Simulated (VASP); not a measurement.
Ge, 4 atoms in the cell. It takes space group P6_3/mmc (No. 194, hexagonal). The conventional cell has a = 4.011 Å, b = 4.011 Å, c = 6.621 Å, α = 90.00°, β = 90.00°, γ = 120.00°. Within 3.2 Å of Ge (site symmetry 3m) lie 4 Ge at 2.46 to 2.48 Å. This isn't the form of Ge at room conditions, which is diamond.

* Program: VASP 6.6.1
* Task: electric field gradients
* Functional: PBE
* Potentials or basis: VASP PAW PBE potentials, release 64 (Ge_d)
* Cutoff: 520 eV
* k mesh: 11 × 11 × 6
* Occupations: fermi-dirac, width 0.05 eV
* Spin: no spin polarisation
* Dipole correction: no
* Further INCAR settings: ALGO = Normal; EDIFF = 1e-08; NBANDS = 36

Potentials or basis: VASP PAW PBE potentials, release 64 (Ge_d).

Command:

```console
$ cat potpaw_PBE.64/Ge_d/POTCAR > POTCAR
$ mpirun -np 1 vasp_std > vasp.out
```

Hardware: 1 thread of Intel(R) Xeon(R) Platinum 8488C (Sapphire Rapids) (shared host).

**Question.** Estimate the wall time of this run.

**Answer.** Wall time 2.7 min on 1 thread of Intel(R) Xeon(R) Platinum 8488C (Sapphire Rapids) (shared host), peak memory 0.29 GiB. Counts: scf iterations 14, k points 64.
